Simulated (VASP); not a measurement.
# BN (P6_3mc) in VASP: a series of runs

BN is run at these levels: PBE; tasks: single point.

Everything below comes from runs of VASP 6.6.1. Logs are shortened: lines on timing, memory, paths and dates and some standing lists are left out, and cuts for length are marked.

### Step 1. The cell of the first run

The structure is hexagonal, space group P6_3mc (No. 186). The conventional cell has a = 2.528 Å, b = 2.528 Å, c = 4.227 Å, α = 90.00°, β = 90.00°, γ = 120.00°. B (site symmetry 3m) has 4 N at 1.55 to 1.58 Å within 2.1 Å. Within 2.1 Å of N (site symmetry 3m) lie 4 B at 1.55 to 1.58 Å.

### Step 2. Single point, PBE (strain -0.0100 x Voigt [1, 1, 0, 0, 0, 0])

The input, INCAR:

```
PREC = Accurate ; ENCUT = 520
EDIFF = 1E-7 ; ISMEAR = 0
SIGMA = 0.05 ; LREAL = False
LASPH = True ; NELM = 100
ALGO = Normal ; ISIF = 2
LWAVE = False ; LCHARG = False
GGA = PE ; NBANDS = 16
```

The input, KPOINTS:

```
regular mesh
0
Gamma
  12 12 6
```

The input, POSCAR:

```
BN
1.0
    2.5284002057      0.0000000000      0.0000000000
   -1.2642001029      2.1896588090      0.0000000000
    0.0000000000      0.0000000000      4.2268550000
B N
2 2
Direct
    0.6666666667      0.3333333333      0.9997240000
    0.3333333333      0.6666666667      0.4997240000
    0.6666666667      0.3333333333      0.6252760000
    0.3333333333      0.6666666667      0.1252760000
```

Potentials or basis: VASP PAW PBE potentials, release 64 (B, N).

Command:

```sh
cat potpaw_PBE.64/B/POTCAR potpaw_PBE.64/N/POTCAR > POTCAR
mpirun -np 1 vasp_std > vasp.out
```

OUTCAR:

```text
PREC = Accurate
   ENCUT = 520
   EDIFF = 1E-7
   ISMEAR = 0
   LREAL = False
   LASPH = True
   NELM = 100
   ISIF = 2
   GGA = PE

 ion  position               nearest neighbor table
   1  0.667  0.333  1.000-   4 1.55   4 1.55   4 1.55   3 1.58
   2  0.333  0.667  0.500-   3 1.55   3 1.55   3 1.55   4 1.58
   3  0.667  0.333  0.625-   2 1.55   2 1.55   2 1.55   1 1.58
   4  0.333  0.667  0.125-   1 1.55   1 1.55   1 1.55   2 1.58

  LATTYP: Found a hexagonal cell.
 ALAT       =     2.5284002057
 C/A-ratio  =     1.6717507737

  Lattice vectors:

 A1 = (   2.5284002057,   0.0000000000,   0.0000000000)
 A2 = (  -1.2642001029,   2.1896588090,   0.0000000000)
 A3 = (   0.0000000000,   0.0000000000,   4.2268550000)

Analysis of symmetry for initial positions (statically):
=====================================================================
 Subroutine PRICEL returns:
 Original cell was already a primitive cell.

 Routine SETGRP: Setting up the symmetry group for a
 hexagonal supercell.

 Subroutine GETGRP returns: Found 12 space group operations
 (whereof  6 operations were pure point group operations)
 out of a pool of 24 trial point group operations.

The static configuration has the point symmetry C_3v.
 The point group associated with its full space group is C_6v.

Analysis of symmetry for dynamics (positions and initial velocities):
=====================================================================
 Subroutine PRICEL returns:
 Original cell was already a primitive cell.

 Routine SETGRP: Setting up the symmetry group for a
 hexagonal supercell.

 Subroutine GETGRP returns: Found 12 space group operations
 (whereof  6 operations were pure point group operations)
 out of a pool of 24 trial point group operations.

The dynamic configuration has the point symmetry C_3v.
 The point group associated with its full space group is C_6v.

 Subroutine INISYM returns: Found 12 space group operations
 (whereof  6 operations are pure point group operations),
 and found     1 'primitive' translations

----------------------------------------------------------------------------------------

                                     Primitive cell

  volume of cell :      23.4013

  direct lattice vectors                    reciprocal lattice vectors
     2.528400206  0.000000000  0.000000000     0.395507008  0.228346077  0.000000000
    -1.264200103  2.189658809  0.000000000     0.000000000  0.456692155  0.000000000
     0.000000000  0.000000000  4.226855000     0.000000000  0.000000000  0.236582518

  length of vectors
     2.528400206  2.528400206  4.226855000     0.456692155  0.456692155  0.236582518

  position of ions in fractional coordinates (direct lattice)
     0.666666667  0.333333333  0.999724000
     0.333333333  0.666666667  0.499724000
     0.666666667  0.333333333  0.625276000
     0.333333333  0.666666667  0.125276000

  ion indices of the primitive-cell ions
   primitive index   ion index
                 1           1
                 2           2
                 3           3
                 4           4

----------------------------------------------------------------------------------------

 KPOINTS: regular mesh

Automatic generation of k-mesh.
 Grid dimensions read from file:
 generate k-points for:   12   12    6

 Generating k-lattice:

  Cartesian coordinates                     Fractional coordinates (reciprocal lattice)
     0.032958917  0.019028840  0.000000000     0.083333333  0.000000000  0.000000000
     0.000000000  0.038057680  0.000000000     0.000000000  0.083333333  0.000000000
     0.000000000  0.000000000  0.039430420     0.000000000  0.000000000  0.166666667

  Length of vectors
     0.038057680  0.038057680  0.039430420

  Shift w.r.t. Gamma in fractional coordinates (k-lattice)
     0.000000000  0.000000000  0.000000000

 Subroutine IBZKPT returns following result:
 ===========================================

 Found     76 irreducible k-points:

 Following reciprocal coordinates:
            Coordinates               Weight
  0.000000  0.000000  0.000000      1.000000
  0.083333  0.000000  0.000000      6.000000
  0.166667 -0.000000  0.000000      6.000000
  0.250000  0.000000  0.000000      6.000000
  0.333333  0.000000  0.000000      6.000000
  0.416667  0.000000  0.000000      6.000000
[... 16 lines left out ...]
  0.250000  0.000000  0.166667     12.000000
  0.333333  0.000000  0.166667     12.000000
 [... further k-points ...]
   k-points           NKPTS =     76   k-points in BZ     NKDIM =     76   number of bands    NBANDS=     16
   number of dos      NEDOS =    301   number of ions     NIONS =      4
   total plane-waves  NPLWV =  12800
   dimension x,y,z NGX =    20 NGY =   20 NGZ =   32
   dimension x,y,z NGXF=    40 NGYF=   40 NGZF=   64
   ions per type =               2   2
   NGX,Y,Z   is equivalent  to a cutoff of  13.15, 13.15, 12.59 a.u.
   NGXF,Y,Z  is equivalent  to a cutoff of  26.30, 26.30, 25.17 a.u.
 SYSTEM =  unknown system
   PREC   = accura    normal or accurate (medium, high low for compatibility)
   ISTART =      0    job   : 0-new  1-cont  2-samecut
   ICHARG =      2    charge: 1-file 2-atom 10-const
   ISPIN  =      1    spin polarized calculation?
   LNONCOLLINEAR =      F non collinear calculations
   LSORBIT =      F    spin-orbit coupling
   LASPH  =      T    aspherical Exc in radial PAW
   ENCUT  =  520.0 eV  38.22 Ry    6.18 a.u.   4.70  4.70  7.86*2*pi/ulx,y,z
   NELM   =    100;   NELMIN=  2; NELMDL= -5     # of ELM steps
   EDIFF  = 0.1E-06   stopping-criterion for ELM
   LREAL  =      F    real-space projection
   EDIFFG = 0.1E-05   stopping-criterion for IOM
   NSW    =      0    number of steps for IOM
   IBRION =     -1    ionic relax: 0-MD 1-quasi-New 2-CG
   NFREE  =      0    steps in history (QN), initial steepest desc. (CG)
   ISIF   =      2    stress and relaxation
   ISYM   =      2    0-nonsym 1-usesym 2-fastsym
   POTIM  = 0.5000    time-step for ionic-motion
   TEBEG  =    0.0;   TEEND  =   0.0 temperature during run
   PSTRESS=    0.0 pullay stress
   NELECT =      16.0000    total number of electrons
   NUPDOWN=      -1.0000    fix difference up-down
   EMIN   =  10.00;   EMAX   =-10.00  energy-range for DOS
   EFERMI =   0.00;   METHOD = LEGACY
   ISMEAR =     0;   SIGMA  =   0.05  broadening in eV -4-tet -1-fermi 0-gaus
   EFERMI_NEDOS =   21; number of points for ismear=-14 and -15
   IALGO  =     38    algorithm
   IMIX   =      4    mixing-type and parameters
     AMIX     =   0.40;   BMIX     =  1.00
     AMIX_MAG =   1.60;   BMIX_MAG =  1.00
  volume/ion in A,a.u.               =       5.85        39.48
  Fermi-wavevector in a.u.,A,eV,Ry     =   1.442231  2.725422 28.300546  2.080031
  Thomas-Fermi vector in A             =   2.560775
   LORBIT       =      0    0 simple, 1 ext, 2 COOP (PROOUT), +10 PAW based schemes
   GGA     = PE    functional components
   LHFCALC =     F    Hartree Fock is set to
   AEXX    =    0.0000 exact exchange contribution
   IVDW    =     0    specifies the selected vdW correction
   LEPSILON=     F    determine dielectric tensor
   LRPA    =     F    only Hartree local field effects (RPA)
 non-spin polarized calculation
 Gauss-broadening in eV      SIGMA  =   0.05
  energy-cutoff  :      520.00
  volume of cell :       23.40
 maximum number of plane-waves:       642
 NGX is ok and might be reduce to    20
   NGX =  9   NGY =  9   NGZ = 15

 number of electron      15.9999999 magnetization

 Free energy of the ion-electron system (eV)
  ---------------------------------------------------
  ext. energy  EPLUGINS =         0.00000000
  ---------------------------------------------------
  free energy    TOTEN  =       -34.81440090 eV

  energy without entropy =      -34.81440090  energy(sigma->0) =      -34.81440090

 E-fermi :   7.9612     XC(G=0): -12.8612

 val. band max:        7.6928819845   @ k =   0.0000   0.0000   0.0000
 cond. band min:      12.8224417522   @ k =   0.3333   0.3333   0.0000
 fundamental gap:      5.1295597677
 Fermi energy:         7.9611990057

 k-point     1 :       0.0000    0.0000    0.0000
  band No.  band energies     occupation
      1     -12.8387      2.00000
      2      -8.7339      2.00000
      3      -3.3549      2.00000
      4       5.6250      2.00000
      5       5.6250      2.00000
      6       7.3724      2.00000
[... 8 lines left out ...]
     15      19.6743      0.00000
     16      23.8946      0.00000

 k-point     2 :       0.0833    0.0000    0.0000
  band No.  band energies     occupation
      1     -12.6851      2.00000
      2      -8.6144      2.00000
      3      -3.2023      2.00000
      4       4.9235      2.00000
      5       5.3368      2.00000
      6       7.1122      2.00000
[... 8 lines left out ...]
     15      20.1225      0.00000
     16      23.6662      0.00000

 k-point     3 :       0.1667   -0.0000    0.0000
  band No.  band energies     occupation
      1     -12.2290      2.00000
      2      -8.2715      2.00000
      3      -2.7503      2.00000
      4       3.2336      2.00000
      5       4.6609      2.00000
      6       5.6734      2.00000
[... 8 lines left out ...]
     15      21.2867      0.00000
     16      23.0274      0.00000

 k-point     4 :       0.2500    0.0000    0.0000
  band No.  band energies     occupation
      1     -11.4875      2.00000
      2      -7.7658      2.00000
      3      -2.0203      2.00000
      4       1.2251      2.00000
      5       3.8736      2.00000
      6       3.9050      2.00000
[... 8 lines left out ...]
     15      22.7881      0.00000
     16      23.2322      0.00000
[... 324 lines left out ...]
 k-point    22 :       0.1667   -0.0000    0.1667
  band No.  band energies     occupation
      1     -12.0672      2.00000
      2      -8.7914      2.00000
      3      -1.9630      2.00000
      4       3.3739      2.00000
      5       4.7898      2.00000
      6       5.2474      2.00000
[... 8 lines left out ...]
     15      20.9770      0.00000
     16      23.0015      0.00000

 k-point    23 :       0.2500    0.0000    0.1667
  band No.  band energies     occupation
      1     -11.3307      2.00000
      2      -8.2295      2.00000
      3      -1.3696      2.00000
      4       1.4326      2.00000
      5       3.4574      2.00000
      6       4.0411      2.00000
[... 8 lines left out ...]
     15      22.4547      0.00000
     16      23.2870      0.00000

 k-point    24 :       0.3333    0.0000    0.1667
  band No.  band energies     occupation
      1     -10.3554      2.00000
      2      -7.6173      2.00000
      3      -1.1774      2.00000
      4       0.2287      2.00000
      5       1.6416      2.00000
      6       3.4099      2.00000
[... 8 lines left out ...]
     15      23.8478      0.00000
     16      24.1045      0.00000

 [... further k-points ...]

------------------------ aborting loop because EDIFF is reached ----------------------------------------

  FORCE on cell =-STRESS in cart. coord.  units (eV):
  Direction    XX          YY          ZZ          XY          YZ          ZX
  --------------------------------------------------------------------------------------
  -------------------------------------------------------------------------------------
  Total        1.6948429      1.6948429      0.1287813     -0.0000000      0.0000000      0.0000000
  in kB      116.0380463    116.0380463      8.8170614     -0.0000000      0.0000000      0.0000000
  external PRESSURE =      80.2977180 kB  Pullay stress =       0.0000000 kB

 VOLUME and BASIS-vectors are now :
 -----------------------------------------------------------------------------
  energy-cutoff  :      520.00
  volume of cell :       23.40
      direct lattice vectors                 reciprocal lattice vectors
     2.528400206  0.000000000  0.000000000     0.395507008  0.228346077  0.000000000
    -1.264200103  2.189658809  0.000000000     0.000000000  0.456692155  0.000000000
     0.000000000  0.000000000  4.226855000     0.000000000  0.000000000  0.236582518

 POSITION                                       TOTAL-FORCE (eV/Angst)
 -----------------------------------------------------------------------------------
      1.26420      0.72989      4.22569         0.000000      0.000000     -0.014042
     -0.00000      1.45977      2.11226        -0.000000      0.000000     -0.014042
      1.26420      0.72989      2.64295        -0.000000     -0.000000      0.014042
     -0.00000      1.45977      0.52952         0.000000      0.000000      0.014042
 -----------------------------------------------------------------------------------
    total drift:                                0.000000      0.000000      0.000267

  FREE ENERGIE OF THE ION-ELECTRON SYSTEM (eV)
  ---------------------------------------------------
  free  energy   TOTEN  =       -34.8144009040 eV

  energy  without entropy=      -34.8144009040  energy(sigma->0) =      -34.81440090
```

It took 29 s on 1 thread of AMD EPYC 7R13, shared host; peak memory 0.12 GiB.

Results:

```yaml
Free_energy: -34.8144 eV
Pressure: 8.0 GPa
Largest_force: 0.014 eV/Å
Band_gap_on_the_k_mesh: 5.13 eV, indirect (least direct gap 8.31 eV)
```

Forces on the atoms (eV/Å):
```
B    0.000  0.000 -0.014
B    0.000  0.000 -0.014
N    0.000  0.000  0.014
N    0.000  0.000  0.014
```

Levels at points of the mesh, in eV from the valence-band top:
```csv
k point,band 5,band 6,band 7,band 8,band 9,band 10,band 11,band 12
"(0.00, 0.00, 0.00)",-2.07,-0.32,0.00,0.00,8.31,8.51,8.51,9.86
"(0.50, 0.00, 0.00)",-6.96,-4.98,-4.45,-2.18,6.85,7.92,10.72,11.62
"(0.00, 0.00, 0.50)",-1.14,-1.14,-1.14,-1.14,9.72,9.72,10.05,10.05
"(0.50, 0.00, 0.50)",-3.79,-3.79,-3.66,-3.66,6.59,6.59,10.05,10.05
```

Caveat: the cell differs from its parent crystal (strain -0.0100 x Voigt [1, 1, 0, 0, 0, 0]). A k mesh can miss the band edges.

### Step 3. Single point, PBE (strain -0.0150 x Voigt [1, 1, 0, 0, 0, 0])

The input, INCAR:

```
SYSTEM = BN
ALGO = Normal
EDIFF = 1E-7
ENCUT = 520
GGA = PE
ISIF = 2
ISMEAR = 0
LASPH = .TRUE.
LCHARG = .FALSE.
LREAL = .FALSE.
LWAVE = .FALSE.
NBANDS = 16
NELM = 100
PREC = Accurate
SIGMA = 0.05
```

The input, KPOINTS:

```
k-points
0
G
  12 12 6
  0 0 0
```

POSCAR, as its differences from that of step 2:

```diff
@@ -2,4 +2,4 @@
 1.0
-    2.5284002057      0.0000000000      0.0000000000
-   -1.2642001029      2.1896588090      0.0000000000
+    2.5156305077      0.0000000000      0.0000000000
+   -1.2578152539      2.1785999262      0.0000000000
     0.0000000000      0.0000000000      4.2268550000
```

Potentials or basis: VASP PAW PBE potentials, release 64 (B, N).

Command:

```sh
cat potpaw_PBE.64/B/POTCAR potpaw_PBE.64/N/POTCAR > POTCAR
mpirun -np 1 vasp_std > vasp.out
```

Run time: 28 s. Hardware: 1 thread of AMD EPYC 7R13, shared host; peak memory 0.12 GiB.

Results (log left out):

* Free energy: -34.7925 eV
* Pressure: 12.2 GPa
* Largest force: 0.033 eV/Å
* Band gap on the k mesh: 5.09 eV, indirect (least direct gap 8.20 eV)

Forces in eV/Å, atoms in the order of the input:
```
B    0.000  0.000 -0.033
B    0.000  0.000 -0.033
N    0.000  0.000  0.033
N    0.000  0.000  0.033
```

Stress tensor (GPa, compression positive):
```
17.60  0.00  0.00
 0.00 17.60  0.00
 0.00  0.00  1.52
```

Levels at points of the mesh, in eV from the valence-band top:
```tsv
k point	band 5	band 6	band 7	band 8	band 9	band 10	band 11	band 12
(0.00, 0.00, 0.00)	-2.05	-0.35	0.00	0.00	8.20	8.60	8.60	10.09
(0.50, 0.00, 0.00)	-7.01	-5.00	-4.49	-2.22	6.94	7.91	10.81	11.74
(0.00, 0.00, 0.50)	-1.13	-1.13	-1.13	-1.13	9.88	9.88	10.13	10.13
(0.50, 0.00, 0.50)	-3.82	-3.82	-3.72	-3.72	6.60	6.60	10.10	10.10
```

Caveat: the cell differs from its parent crystal (strain -0.0150 x Voigt [1, 1, 0, 0, 0, 0]).
